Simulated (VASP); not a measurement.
# MnSi (zincblende type) (F-43m) in VASP: notebook

MnSi (zincblende type) is run at these levels: PBE; tasks: single point, relaxation of cell and atoms.

Everything below comes from runs of VASP 6.6.1. Logs are shortened: lines on timing, memory, paths and dates and some standing lists are left out, and cuts for length are marked.

## Step 1: The cell of the first run

Symmetry: F-43m, No. 216, cubic system. The conventional cell has a = 5.420 Å, b = 5.420 Å, c = 5.420 Å, α = 90.00°, β = 90.00°, γ = 90.00°. Mn (site symmetry -43m) has 4 Si at 2.35 Å within 3.1 Å. Within 3.1 Å of Si (site symmetry -43m) lie 4 Mn at 2.35 Å.

## Step 2: Single point, PBE, collinear spin, ferromagnetic start

File INCAR:

```
SYSTEM = MnSi
ALGO     = Normal         ! electronic algorithm
EDIFF    = 1E-6           ! SCF threshold, eV
ENCUT    = 520            ! plane-wave cutoff, eV
GGA      = PE             ! functional
ISIF     = 2              ! what is computed and relaxed
ISMEAR   = -1             ! smearing method
ISPIN    = 2              ! spin polarisation
LASPH    = .TRUE.         ! aspherical terms in the spheres
LCHARG   = .FALSE.        ! write CHGCAR
LMAXMIX  = 4              ! l up to which the mixer works
LORBIT   = 11             ! projections on sites
LREAL    = .FALSE.        ! projectors in reciprocal space
LWAVE    = .FALSE.        ! write WAVECAR
MAGMOM   = 4 0            ! initial moments
NBANDS   = 20             ! bands
NELM     = 150            ! most SCF steps
PREC     = Accurate       ! precision mode
SIGMA    = 0.05           ! smearing width, eV
```

File KPOINTS:

```
k-points
0
G
  10 10 10
  0 0 0
```

File POSCAR:

```
MnSi
1.0
    0.0000000000      2.7102184200      2.7102184200
    2.7102184200      0.0000000000      2.7102184200
    2.7102184200      2.7102184200      0.0000000000
Mn Si
1 1
Direct
    0.0000000000      0.0000000000      0.0000000000
    0.2500000000      0.2500000000      0.2500000000
```

Potentials or basis: VASP PAW PBE potentials, release 64 (Mn_pv, Si).

Started as:

```
$ cat potpaw_PBE.64/Mn_pv/POTCAR potpaw_PBE.64/Si/POTCAR > POTCAR
$ mpirun -np 1 vasp_std > vasp.out
```

OUTCAR:

```text
SYSTEM = MnSi
   EDIFF = 1E-6
   ENCUT = 520
   GGA = PE
   ISIF = 2
   ISMEAR = -1
   ISPIN = 2
   LASPH = .TRUE.
   LORBIT = 11
   LREAL = .FALSE.
   NELM = 150
   PREC = Accurate

 ion  position               nearest neighbor table
   1  0.000  0.000  0.000-   2 2.35   2 2.35   2 2.35   2 2.35
   2  0.250  0.250  0.250-   1 2.35   1 2.35   1 2.35   1 2.35

  LATTYP: Found a face centered cubic cell.
 ALAT       =     5.4204368400

  Lattice vectors:

 A1 = (   0.0000000000,   2.7102184200,   2.7102184200)
 A2 = (   2.7102184200,   0.0000000000,   2.7102184200)
 A3 = (   2.7102184200,   2.7102184200,   0.0000000000)

Analysis of symmetry for initial positions (statically):
=====================================================================
 Subroutine PRICEL returns:
 Original cell was already a primitive cell.

 Routine SETGRP: Setting up the symmetry group for a
 face centered cubic supercell.

 Subroutine GETGRP returns: Found 24 space group operations
 (whereof 24 operations were pure point group operations)
 out of a pool of 48 trial point group operations.

The static configuration has the point symmetry T_d .

Analysis of symmetry for dynamics (positions and initial velocities):
=====================================================================
 Subroutine PRICEL returns:
 Original cell was already a primitive cell.

 Routine SETGRP: Setting up the symmetry group for a
 face centered cubic supercell.

 Subroutine GETGRP returns: Found 24 space group operations
 (whereof 24 operations were pure point group operations)
 out of a pool of 48 trial point group operations.

The dynamic configuration has the point symmetry T_d .

Analysis of structural, dynamic, and magnetic symmetry:
=====================================================================
 Subroutine PRICEL returns:
 Original cell was already a primitive cell.

 Routine SETGRP: Setting up the symmetry group for a
 face centered cubic supercell.

 Subroutine GETGRP returns: Found 24 space group operations
 (whereof 24 operations were pure point group operations)
 out of a pool of 48 trial point group operations.

The overall configuration has the point symmetry T_d .

 Subroutine INISYM returns: Found 24 space group operations
 (whereof 24 operations are pure point group operations),
 and found     1 'primitive' translations

----------------------------------------------------------------------------------------

                                     Primitive cell

  volume of cell :      39.8146

  direct lattice vectors                    reciprocal lattice vectors
     0.000000000  2.710218420  2.710218420    -0.184486976  0.184486976  0.184486976
     2.710218420  0.000000000  2.710218420     0.184486976 -0.184486976  0.184486976
     2.710218420  2.710218420  0.000000000     0.184486976  0.184486976 -0.184486976

  length of vectors
     3.832827647  3.832827647  3.832827647     0.319540815  0.319540815  0.319540815

  position of ions in fractional coordinates (direct lattice)
     0.000000000  0.000000000  0.000000000
     0.250000000  0.250000000  0.250000000

  ion indices of the primitive-cell ions
   primitive index   ion index
                 1           1
                 2           2

----------------------------------------------------------------------------------------

 KPOINTS: k-points

Automatic generation of k-mesh.
 Grid dimensions read from file:
 generate k-points for:   10   10   10

 Generating k-lattice:

  Cartesian coordinates                     Fractional coordinates (reciprocal lattice)
    -0.018448698  0.018448698  0.018448698     0.100000000  0.000000000  0.000000000
     0.018448698 -0.018448698  0.018448698     0.000000000  0.100000000  0.000000000
     0.018448698  0.018448698 -0.018448698     0.000000000  0.000000000  0.100000000

  Length of vectors
     0.031954082  0.031954082  0.031954082

  Shift w.r.t. Gamma in fractional coordinates (k-lattice)
     0.000000000  0.000000000  0.000000000

 Subroutine IBZKPT returns following result:
 ===========================================

 Found     47 irreducible k-points:

 Following reciprocal coordinates:
            Coordinates               Weight
  0.000000  0.000000  0.000000      1.000000
  0.100000  0.000000  0.000000      8.000000
  0.200000  0.000000  0.000000      8.000000
  0.300000  0.000000  0.000000      8.000000
  0.400000  0.000000  0.000000      8.000000
  0.500000  0.000000  0.000000      4.000000
[... 16 lines left out ...]
  0.300000  0.300000  0.000000      6.000000
  0.400000  0.300000  0.000000     24.000000
 [... further k-points ...]
   k-points           NKPTS =     47   k-points in BZ     NKDIM =     47   number of bands    NBANDS=     20
   number of dos      NEDOS =    301   number of ions     NIONS =      2
   total plane-waves  NPLWV =  27000
   dimension x,y,z NGX =    30 NGY =   30 NGZ =   30
   dimension x,y,z NGXF=    60 NGYF=   60 NGZF=   60
   ions per type =               1   1
   NGX,Y,Z   is equivalent  to a cutoff of  13.01, 13.01, 13.01 a.u.
   NGXF,Y,Z  is equivalent  to a cutoff of  26.02, 26.02, 26.02 a.u.
 SYSTEM =  MnSi
   PREC   = accura    normal or accurate (medium, high low for compatibility)
   ISTART =      0    job   : 0-new  1-cont  2-samecut
   ICHARG =      2    charge: 1-file 2-atom 10-const
   ISPIN  =      2    spin polarized calculation?
   LNONCOLLINEAR =      F non collinear calculations
   LSORBIT =      F    spin-orbit coupling
   LASPH  =      T    aspherical Exc in radial PAW
   ENCUT  =  520.0 eV  38.22 Ry    6.18 a.u.   7.13  7.13  7.13*2*pi/ulx,y,z
   NELM   =    150;   NELMIN=  2; NELMDL= -5     # of ELM steps
   EDIFF  = 0.1E-05   stopping-criterion for ELM
   LREAL  =      F    real-space projection
   EDIFFG = 0.1E-04   stopping-criterion for IOM
   NSW    =      0    number of steps for IOM
   IBRION =     -1    ionic relax: 0-MD 1-quasi-New 2-CG
   NFREE  =      0    steps in history (QN), initial steepest desc. (CG)
   ISIF   =      2    stress and relaxation
   ISYM   =      2    0-nonsym 1-usesym 2-fastsym
   POTIM  = 0.5000    time-step for ionic-motion
   TEBEG  =    0.0;   TEEND  =   0.0 temperature during run
   PSTRESS=    0.0 pullay stress
   NELECT =      17.0000    total number of electrons
   NUPDOWN=      -1.0000    fix difference up-down
   EMIN   =  10.00;   EMAX   =-10.00  energy-range for DOS
   EFERMI =   0.00;   METHOD = LEGACY
   ISMEAR =    -1;   SIGMA  =   0.05  broadening in eV -4-tet -1-fermi 0-gaus
   EFERMI_NEDOS =   21; number of points for ismear=-14 and -15
   IALGO  =     38    algorithm
   IMIX   =      4    mixing-type and parameters
     AMIX     =   0.40;   BMIX     =  1.00
     AMIX_MAG =   1.60;   BMIX_MAG =  1.00
  volume/ion in A,a.u.               =      19.91       134.34
  Fermi-wavevector in a.u.,A,eV,Ry     =   1.232755  2.329570 20.676575  1.519685
  Thomas-Fermi vector in A             =   2.367513
   LORBIT       =     11    0 simple, 1 ext, 2 COOP (PROOUT), +10 PAW based schemes
   GGA     = PE    functional components
   LHFCALC =     F    Hartree Fock is set to
   AEXX    =    0.0000 exact exchange contribution
   IVDW    =     0    specifies the selected vdW correction
   LEPSILON=     F    determine dielectric tensor
   LRPA    =     F    only Hartree local field effects (RPA)
 spin polarized calculation
  energy-cutoff  :      520.00
  volume of cell :       39.81
 maximum number of plane-waves:      1090
 NGX is ok and might be reduce to    30
   NGX = 15   NGY = 15   NGZ = 15

 number of electron      17.0000014 magnetization       2.5700904

 Free energy of the ion-electron system (eV)
  ---------------------------------------------------
  ext. energy  EPLUGINS =         0.00000000
  ---------------------------------------------------
  free energy    TOTEN  =       -12.97218457 eV

  energy without entropy =      -12.96133102  energy(sigma->0) =      -12.96675780

 E-fermi :   4.7195     XC(G=0):  -9.9031

 val. band max:        4.7054018614   @ k =  -0.3000   0.1000   0.0000
 cond. band min:       4.7344449309   @ k =   0.4000   0.3000   0.0000
 fundamental gap:      0.0290430696
 Fermi energy:         4.7194892926

 spin component 1

 k-point     1 :       0.0000    0.0000    0.0000
  band No.  band energies     occupation
      1     -44.4962      1.00000
      2     -44.4962      1.00000
      3     -44.4962      1.00000
      4      -4.4113      1.00000
      5       1.9322      1.00000
      6       1.9322      1.00000
[... 12 lines left out ...]
     19      17.8426      0.00000
     20      18.6987      0.00000

 k-point     2 :       0.1000    0.0000    0.0000
  band No.  band energies     occupation
      1     -44.4967      1.00000
      2     -44.4963      1.00000
      3     -44.4963      1.00000
      4      -4.2807      1.00000
      5       1.8711      1.00000
      6       1.9624      1.00000
[... 498 lines left out ...]
 k-point    24 :       0.4000    0.3000    0.0000
  band No.  band energies     occupation
      1     -44.5004      1.00000
      2     -44.4980      1.00000
      3     -44.4978      1.00000
      4      -2.4923      1.00000
      5       1.0853      1.00000
      6       2.3396      1.00000
[... 12 lines left out ...]
     19      21.5589      0.00000
     20      23.0569      0.00000

 [... further k-points ...]

 spin component 2

 k-point     1 :       0.0000    0.0000    0.0000
  band No.  band energies     occupation
      1     -41.5321      1.00000
      2     -41.5321      1.00000
      3     -41.5321      1.00000
      4      -4.4974      1.00000
      5       3.3720      1.00000
      6       3.3720      1.00000
[... 12 lines left out ...]
     19      17.9390      0.00000
     20      18.9097      0.00000

 k-point     2 :       0.1000    0.0000    0.0000
  band No.  band energies     occupation
      1     -41.5328      1.00000
      2     -41.5322      1.00000
      3     -41.5322      1.00000
      4      -4.3698      1.00000
      5       3.2227      1.00000
      6       3.4075      1.00000
[... 498 lines left out ...]
 k-point    24 :       0.4000    0.3000    0.0000
  band No.  band energies     occupation
      1     -41.5375      1.00000
      2     -41.5344      1.00000
      3     -41.5342      1.00000
      4      -2.6216      1.00000
      5       1.8827      1.00000
      6       3.6926      1.00000
[... 12 lines left out ...]
     19      21.6986      0.00000
     20      23.1015      0.00000

 [... further k-points ...]
[... 5 lines left out ...]
  --------------------------------------------------------------------------------------
  -------------------------------------------------------------------------------------
  Total        0.0132298      0.0132298      0.0132298      0.0000000      0.0000000      0.0000000
  in kB        0.5323798      0.5323798      0.5323798      0.0000000      0.0000000      0.0000000
  external PRESSURE =       0.5323798 kB  Pullay stress =       0.0000000 kB

 VOLUME and BASIS-vectors are now :
 -----------------------------------------------------------------------------
  energy-cutoff  :      520.00
  volume of cell :       39.81
      direct lattice vectors                 reciprocal lattice vectors
     0.000000000  2.710218420  2.710218420    -0.184486976  0.184486976  0.184486976
     2.710218420  0.000000000  2.710218420     0.184486976 -0.184486976  0.184486976
     2.710218420  2.710218420  0.000000000     0.184486976  0.184486976 -0.184486976

 POSITION                                       TOTAL-FORCE (eV/Angst)
 -----------------------------------------------------------------------------------
      0.00000      0.00000      0.00000         0.000000      0.000000     -0.000000
      1.35511      1.35511      1.35511        -0.000000     -0.000000      0.000000
 -----------------------------------------------------------------------------------
    total drift:                               -0.000001     -0.000001     -0.000001

  FREE ENERGIE OF THE ION-ELECTRON SYSTEM (eV)
  ---------------------------------------------------
  free  energy   TOTEN  =       -12.9721845688 eV

  energy  without entropy=      -12.9613310232  energy(sigma->0) =      -12.96675780

 total charge

# of ion       s       p       d       tot
------------------------------------------
    1        0.365   6.214   5.109  11.689
    2        0.821   0.891   0.000   1.712
--------------------------------------------------
tot          1.187   7.105   5.109  13.401

 magnetization (x)

# of ion       s       p       d       tot
------------------------------------------
    1        0.048  -0.011   2.781   2.818
    2       -0.027  -0.191   0.000  -0.218
--------------------------------------------------
tot          0.021  -0.203   2.781   2.600
```

Wall time 52 s (1 thread of AMD EPYC 9R45 (Zen 5), shared host); peak memory 0.19 GiB.

What came out:

```
Free energy                                           : -12.9722 eV
Pressure                                              : 0.1 GPa
Net moment                                            : 2.57 μB per cell
Site moments                                          : Mn +2.82; Si -0.22 μB
Valence electrons inside the program's atomic spheres : Mn 11.69; Si 1.71
```

(Continued in part 2 of 2.)
